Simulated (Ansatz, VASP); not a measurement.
## SiC in VASP and in Ansatz

INCAR

```
SYSTEM = SiC
ALGO = Normal
EDIFF = 1E-6
ENCUT = 520
GGA = PE
ISIF = 2
ISMEAR = 0
LASPH = .True.
LCHARG = .False.
LREAL = .False.
LWAVE = .False.
NBANDS = 11
NELM = 60
PREC = Accurate
SIGMA = 0.05
```

File KPOINTS:

```
k-points
0
Gamma
  12 12 12
  0 0 0
```

POSCAR

```
SiC
1.0
    0.0000000000      2.2292598004      2.2292598004
    2.2292598004      0.0000000000      2.2292598004
    2.2533358062      2.2533358062     -0.0240760058
Si C
1 1
Direct
    0.0000000000      0.0000000000      0.0000000000
    0.7500000000      0.7500000000      0.7500000000
```

Input for Ansatz:

```yaml
crystal:
  lattice:
    - [0.0, 2.2292598004, 2.2292598004]
    - [2.2292598004, 0.0, 2.2292598004]
    - [2.2533358062, 2.2533358062, -0.0240760058]
  atoms:
    - { symbol: Si, position: [0.0, 0.0, 0.0] }
    - { symbol: C, position: [0.75, 0.75, 0.75] }
basis:
  ecutwfc: 520.0
kpoints:
  mp_grid: { grid: [12, 12, 12] }
hamiltonian:
  xc: pbe
scf:
  occupations: { method: gaussian, width: 0.05 }
output:
  forces: true
  stress: true
  eigenvalues: true
```

Alike in both runs: task single point; functional PBE; k mesh 12 × 12 × 12; occupations gaussian, width 0.05 eV; no spin polarisation.

|  | VASP | Ansatz |
| --- | --- | --- |
| version | VASP 6.6.1 | Ansatz 0.2.0 |
| potentials or method | VASP PAW PBE potentials, release 64 (Si, C), cutoff 520 eV | scalar-relativistic, plane waves, PAW |
| valence electrons in the cell | 8 | 8 |

VASP gave:

| Property | Result |
| --- | --- |
| gap on the k mesh at the Fermi level (eV) | 1.40 |
| least direct gap on the mesh (eV) | 4.37 |
| pressure (GPa) | -12.8 |
| traceless stress, the component that is largest in VASP (GPa) | -2.31 |
| rms of the force components (eV/Å) | 0.039 |

Problem. Estimate Ansatz's values.

Solution. gap on the k mesh at the Fermi level (eV): 1.40; least direct gap on the mesh (eV): 4.37; pressure (GPa): -12.8; traceless stress, the component that is largest in VASP (GPa): -2.30; rms of the force components (eV/Å): 0.039.

Atom by atom the forces differ by 0.000 eV/Å (rms over components).
